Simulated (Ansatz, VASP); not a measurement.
# Two plane-wave programs on Si3N4

```
Si N
1.0
     7.59500    0.00000    0.00000
    -3.79750    6.57746    0.00000
     0.00000    0.00000    2.81523
Si N
6 8
Direct
  0.76562 0.17320 0.32563
  0.59242 0.76562 0.82563
  0.82680 0.59242 0.32563
  0.23438 0.82680 0.82563
  0.40758 0.23438 0.32563
  0.17320 0.40758 0.82563
  0.02596 0.32927 0.32563
  0.69668 0.02596 0.82563
  0.67073 0.69668 0.32563
  0.97404 0.67073 0.82563
  0.30332 0.97404 0.32563
  0.32927 0.30332 0.82563
  0.33333 0.66667 0.82563
  0.66667 0.33333 0.32563
```

Change from the starting cell: z stretched by -3 %, ions relaxed.

Alike in both runs: functional PBE; k mesh 4 × 4 × 10; occupations fermi-dirac, width 0.02 eV; no spin polarisation.

Ansatz relaxed the structure, and its values are those at the end. VASP's run is a single point on that final structure, the one shown.

|  | VASP | Ansatz |
| --- | --- | --- |
| version | VASP 6.6.1 | Ansatz 0.2.0 |
| potentials or method | VASP PAW PBE potentials, release 64 (Si, N) | plane-wave PAW, scalar-relativistic |
| plane-wave cutoff (eV) | 520 | 420 |
| valence electrons in the cell | 64 | 64 |

Ansatz gave:

- gap on the k mesh at the Fermi level (eV): 4.64
- pressure (GPa): 15.2
- rms of the force components (eV/Å): 0.005

**Question.** Which values does VASP return?

**Answer.** gap on the k mesh at the Fermi level (eV): 4.64; pressure (GPa): 14.9; rms of the force components (eV/Å): 0.006.

Ansatz's warnings: stress scf threshold loose.
